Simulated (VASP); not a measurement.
# Li (P1) in VASP: single point with PBE+D3(BJ)

Aim: the single point of Li with PBE+D3(BJ).

Program: VASP 6.6.1. These are calculated values, not measurements. Logs are shortened: lines on timing, memory, paths and dates and some standing lists are left out, and cuts for length are marked.

**1. The cell of the first run**

The typed cell holds 4 atoms: a = 4.177 Å, b = 4.177 Å, c = 4.177 Å, α = 90.00°, β = 90.00°, γ = 90.00°.

**2. Single point, PBE+D3(BJ) (atoms moved at random)**

The input, INCAR:

```
  PREC = Accurate
  ENCUT = 520
  EDIFF = 1E-6
  ISMEAR = 0
  SIGMA = 0.15
  LREAL = False
  LASPH = True
  NELM = 100
  ALGO = Normal
  ISIF = 2
  LWAVE = False
  LCHARG = False
  GGA = PE
  IVDW = 12
  NBANDS = 14
```

The input, KPOINTS:

```
regular mesh
0
Gamma
  8 8 8
```

The input, POSCAR:

```
Li
1.0
    4.1769653562      0.0000000000      0.0000000000
    0.0000000000     -4.1769653562      0.0000000000
    0.0000000000      0.0000000000     -4.1769653562
Li
4
Direct
    0.0164687481      0.4182411961      0.4068690593
    0.4608893142     -0.1178248620      0.4943119718
    0.4610330676      0.6190145330      0.0437242021
    0.0616088701      0.0805691329      0.0550947668
```

Potentials or basis: VASP PAW PBE potentials, release 64 (Li_sv).

Launch:

```bash
$ cat potpaw_PBE.64/Li_sv/POTCAR > POTCAR
$ mpirun -np 1 vasp_std > vasp.out
```

OUTCAR:

```text
PREC = Accurate
   ENCUT = 520
   EDIFF = 1E-6
   ISMEAR = 0
   LREAL = False
   LASPH = True
   NELM = 100
   ISIF = 2
   GGA = PE
   IVDW = 12
 IVDW          = 12

 ion  position               nearest neighbor table
   1  0.016  0.418  0.407-   4 2.05   3 2.54
   2  0.461  0.882  0.494-   3 2.18   3 2.54
   3  0.461  0.619  0.044-   2 2.18   1 2.54   2 2.54   4 2.55
   4  0.062  0.081  0.055-   1 2.05   3 2.55

  LATTYP: Found a simple cubic cell.
 ALAT       =     4.1769653562

  Lattice vectors:

 A1 = (   4.1769653562,   0.0000000000,   0.0000000000)
 A2 = (   0.0000000000,  -4.1769653562,   0.0000000000)
 A3 = (   0.0000000000,   0.0000000000,  -4.1769653562)

Analysis of symmetry for initial positions (statically):
=====================================================================
 Subroutine PRICEL returns:
 Original cell was already a primitive cell.

 Routine SETGRP: Setting up the symmetry group for a
 simple cubic supercell.

 Subroutine GETGRP returns: Found  1 space group operations
 (whereof  1 operations were pure point group operations)
 out of a pool of 48 trial point group operations.

The static configuration has the point symmetry C_1 .

Analysis of symmetry for dynamics (positions and initial velocities):
=====================================================================
 Subroutine PRICEL returns:
 Original cell was already a primitive cell.

 Routine SETGRP: Setting up the symmetry group for a
 simple cubic supercell.

 Subroutine GETGRP returns: Found  1 space group operations
 (whereof  1 operations were pure point group operations)
 out of a pool of 48 trial point group operations.

The dynamic configuration has the point symmetry C_1 .

 Subroutine INISYM returns: Found  1 space group operations
 (whereof  1 operations are pure point group operations),
 and found     1 'primitive' translations

----------------------------------------------------------------------------------------

                                     Primitive cell

  volume of cell :      72.8757

  direct lattice vectors                    reciprocal lattice vectors
     4.176965356  0.000000000  0.000000000     0.239408258  0.000000000  0.000000000
     0.000000000 -4.176965356  0.000000000     0.000000000 -0.239408258  0.000000000
     0.000000000  0.000000000 -4.176965356     0.000000000  0.000000000 -0.239408258

  length of vectors
     4.176965356  4.176965356  4.176965356     0.239408258  0.239408258  0.239408258

  position of ions in fractional coordinates (direct lattice)
     0.016468748  0.418241196  0.406869059
     0.460889314  0.882175138  0.494311972
     0.461033068  0.619014533  0.043724202
     0.061608870  0.080569133  0.055094767

  ion indices of the primitive-cell ions
   primitive index   ion index
                 1           1
                 2           2
                 3           3
                 4           4

----------------------------------------------------------------------------------------

 KPOINTS: regular mesh

Automatic generation of k-mesh.
 Grid dimensions read from file:
 generate k-points for:    8    8    8

 Generating k-lattice:

  Cartesian coordinates                     Fractional coordinates (reciprocal lattice)
     0.029926032  0.000000000  0.000000000     0.125000000  0.000000000  0.000000000
     0.000000000 -0.029926032  0.000000000     0.000000000  0.125000000  0.000000000
     0.000000000  0.000000000 -0.029926032     0.000000000  0.000000000  0.125000000

  Length of vectors
     0.029926032  0.029926032  0.029926032

  Shift w.r.t. Gamma in fractional coordinates (k-lattice)
     0.000000000  0.000000000  0.000000000

 Subroutine IBZKPT returns following result:
 ===========================================

 Found    260 irreducible k-points:

 Following reciprocal coordinates:
            Coordinates               Weight
  0.000000  0.000000  0.000000      1.000000
  0.125000  0.000000  0.000000      2.000000
  0.000000  0.125000  0.000000      2.000000
  0.000000  0.000000  0.125000      2.000000
  0.250000  0.000000  0.000000      2.000000
  0.000000  0.250000  0.000000      2.000000
[... 16 lines left out ...]
 -0.125000  0.250000  0.000000      2.000000
 -0.250000  0.000000  0.125000      2.000000
 [... further k-points ...]
   k-points           NKPTS =    260   k-points in BZ     NKDIM =    260   number of bands    NBANDS=     14
   number of dos      NEDOS =    301   number of ions     NIONS =      4
   total plane-waves  NPLWV =  32768
   dimension x,y,z NGX =    32 NGY =   32 NGZ =   32
   dimension x,y,z NGXF=    64 NGYF=   64 NGZF=   64
   ions per type =               4
   NGX,Y,Z   is equivalent  to a cutoff of  12.74, 12.74, 12.74 a.u.
   NGXF,Y,Z  is equivalent  to a cutoff of  25.47, 25.47, 25.47 a.u.
 SYSTEM =  unknown system
   PREC   = accura    normal or accurate (medium, high low for compatibility)
   ISTART =      0    job   : 0-new  1-cont  2-samecut
   ICHARG =      2    charge: 1-file 2-atom 10-const
   ISPIN  =      1    spin polarized calculation?
   LNONCOLLINEAR =      F non collinear calculations
   LSORBIT =      F    spin-orbit coupling
   LASPH  =      T    aspherical Exc in radial PAW
   ENCUT  =  520.0 eV  38.22 Ry    6.18 a.u.   7.77  7.77  7.77*2*pi/ulx,y,z
   NELM   =    100;   NELMIN=  2; NELMDL= -5     # of ELM steps
   EDIFF  = 0.1E-05   stopping-criterion for ELM
   LREAL  =      F    real-space projection
   EDIFFG = 0.1E-04   stopping-criterion for IOM
   NSW    =      0    number of steps for IOM
   IBRION =     -1    ionic relax: 0-MD 1-quasi-New 2-CG
   NFREE  =      0    steps in history (QN), initial steepest desc. (CG)
   ISIF   =      2    stress and relaxation
   ISYM   =      2    0-nonsym 1-usesym 2-fastsym
   POTIM  = 0.5000    time-step for ionic-motion
   TEBEG  =    0.0;   TEEND  =   0.0 temperature during run
   PSTRESS=    0.0 pullay stress
   NELECT =      12.0000    total number of electrons
   NUPDOWN=      -1.0000    fix difference up-down
   EMIN   =  10.00;   EMAX   =-10.00  energy-range for DOS
   EFERMI =   0.00;   METHOD = LEGACY
   ISMEAR =     0;   SIGMA  =   0.15  broadening in eV -4-tet -1-fermi 0-gaus
   EFERMI_NEDOS =   21; number of points for ismear=-14 and -15
   IALGO  =     38    algorithm
   IMIX   =      4    mixing-type and parameters
     AMIX     =   0.40;   BMIX     =  1.00
     AMIX_MAG =   1.60;   BMIX_MAG =  1.00
  volume/ion in A,a.u.               =      18.22       122.95
  Fermi-wavevector in a.u.,A,eV,Ry     =   0.897307  1.695664 10.954864  0.805160
  Thomas-Fermi vector in A             =   2.019875
   LORBIT       =      0    0 simple, 1 ext, 2 COOP (PROOUT), +10 PAW based schemes
   GGA     = PE    functional components
   LHFCALC =     F    Hartree Fock is set to
   AEXX    =    0.0000 exact exchange contribution
   IVDW    =    12    specifies the selected vdW correction
   LEPSILON=     F    determine dielectric tensor
   LRPA    =     F    only Hartree local field effects (RPA)
 non-spin polarized calculation
 Gauss-broadening in eV      SIGMA  =   0.15
  energy-cutoff  :      520.00
  volume of cell :       72.88
 maximum number of plane-waves:      1996
   NGX = 15   NGY = 15   NGZ = 15

 number of electron      12.0000010 magnetization

 Free energy of the ion-electron system (eV)
  ---------------------------------------------------
  ext. energy  EPLUGINS =         0.00000000
  ---------------------------------------------------
  free energy    TOTEN  =        -6.28308455 eV

  energy without entropy =       -6.26516700  energy(sigma->0) =       -6.27412577

 E-fermi :   0.9874     XC(G=0):  -7.2661

 val. band max:        0.9859163441   @ k =   0.5000   0.3750   0.5000
 cond. band min:       0.9975111967   @ k =  -0.3750   0.3750   0.5000
 fundamental gap:      0.0115948526
 Fermi energy:         0.9874184127

 k-point     1 :       0.0000    0.0000    0.0000
  band No.  band energies     occupation
      1     -45.9389      2.00000
      2     -45.8228      2.00000
      3     -45.7890      2.00000
      4     -45.7242      2.00000
      5      -2.6883      2.00000
      6       2.4568      0.00000
      7       2.5826      0.00000
      8       3.1588      0.00000
      9       4.1992      0.00000
     10       5.4621      0.00000
     11       5.7901      0.00000
     12       8.7618      0.00000
     13      10.1437      0.00000
     14      10.2499      0.00000

 k-point     2 :       0.1250    0.0000    0.0000
  band No.  band energies     occupation
      1     -45.9385      2.00000
      2     -45.8234      2.00000
      3     -45.7889      2.00000
      4     -45.7243      2.00000
      5      -2.5954      2.00000
      6       1.8187      0.00000
      7       2.6647      0.00000
      8       3.3279      0.00000
      9       4.2672      0.00000
     10       5.4475      0.00000
     11       6.6037      0.00000
     12       8.2245      0.00000
     13       9.2894      0.00000
     14       9.7069      0.00000

 k-point     3 :       0.0000    0.1250    0.0000
  band No.  band energies     occupation
      1     -45.9378      2.00000
      2     -45.8249      2.00000
      3     -45.7881      2.00000
      4     -45.7243      2.00000
      5      -2.5945      2.00000
      6       2.0851      0.00000
      7       2.5789      0.00000
      8       2.7094      0.00000
      9       5.1881      0.00000
     10       5.4586      0.00000
     11       5.9675      0.00000
     12       8.2047      0.00000
     13       8.9216      0.00000
     14      10.0186      0.00000
[... 324 lines left out ...]
 k-point    23 :      -0.1250    0.2500    0.0000
  band No.  band energies     occupation
      1     -45.9345      2.00000
      2     -45.8300      2.00000
      3     -45.7860      2.00000
      4     -45.7244      2.00000
      5      -2.2189      2.00000
      6       0.8408      1.83302
      7       2.4245      0.00000
      8       3.1334      0.00000
      9       4.9179      0.00000
     10       6.0770      0.00000
     11       6.6672      0.00000
     12       7.5070      0.00000
     13       8.0106      0.00000
     14       9.6505      0.00000

 k-point    24 :      -0.2500    0.0000    0.1250
  band No.  band energies     occupation
      1     -45.9367      2.00000
      2     -45.8224      2.00000
      3     -45.7891      2.00000
      4     -45.7267      2.00000
      5      -2.2168      2.00000
      6       0.8092      1.90713
      7       2.3118      0.00000
      8       3.7331      0.00000
      9       4.2713      0.00000
     10       6.0145      0.00000
     11       7.0349      0.00000
     12       7.6418      0.00000
     13       8.6902      0.00000
     14       9.0032      0.00000

 [... further k-points ...]

------------------------ aborting loop because EDIFF is reached ----------------------------------------

 Edisp (eV)   -0.75505

 E8    (eV) :    -0.3155

  FORCE on cell =-STRESS in cart. coord.  units (eV):
  Direction    XX          YY          ZZ          XY          YZ          ZX
  --------------------------------------------------------------------------------------
  -------------------------------------------------------------------------------------
  Total      -0.65450     0.54910     2.99636     0.53594     1.20916     0.24507
  in kB     -14.38917    12.07191    65.87514    11.78261    26.58343     5.38780
  external pressure =       21.19 kB  Pullay stress =        0.00 kB

 VOLUME and BASIS-vectors are now :
 -----------------------------------------------------------------------------
  energy-cutoff  :      520.00
  volume of cell :       72.88
      direct lattice vectors                 reciprocal lattice vectors
     4.176965356  0.000000000  0.000000000     0.239408258  0.000000000  0.000000000
     0.000000000 -4.176965356  0.000000000     0.000000000 -0.239408258  0.000000000
     0.000000000  0.000000000 -4.176965356     0.000000000  0.000000000 -0.239408258

 POSITION                                       TOTAL-FORCE (eV/Angst)
 -----------------------------------------------------------------------------------
      0.06879     -1.74698     -1.69948        -0.632542     -0.648774     -1.423062
      1.92512     -3.68481     -2.06472         0.553477     -0.849102     -0.830437
      1.92572     -2.58560     -0.18263         0.704748      0.853820      0.958736
      0.25734     -0.33653     -0.23013        -0.625684      0.644056      1.294763
 -----------------------------------------------------------------------------------
    total drift:                               -0.001190     -0.000370      0.000424

  FREE ENERGIE OF THE ION-ELECTRON SYSTEM (eV)
  ---------------------------------------------------
  free  energy   TOTEN  =        -7.0381387702 eV

  energy  without entropy=       -7.0202212296  energy(sigma->0) =       -7.02918000
```

Wall time 48 s (1 thread of Intel Xeon 6975P-C (Granite Rapids), shared host); peak memory 0.31 GiB.

What came out:

- Free energy: -7.0381 eV
- Largest force: 1.687 eV/Å
- Band gap on the k mesh: zero (band 6 reaches 2.46 eV, above the bottom of band 7 at 0.43 eV)
- Dispersion energy per atom: -0.189 eV

Forces in eV/Å, atoms in the order of the input:
```
Li  -0.633 -0.649 -1.423
Li   0.553 -0.849 -0.830
Li   0.705  0.854  0.959
Li  -0.626  0.644  1.295
```

Caveat: the cell differs from its parent crystal (atoms moved at random); the cutoff is under 1.25 times the usual one of these potentials, so pressure, stress and relaxed cells hold a basis-set (Pulay) error; pairwise dispersion overbinds metals, which lowers pressure and volume; forces of over 1 eV/Å act on the atoms, so gaps and moduli don't describe the material at rest.
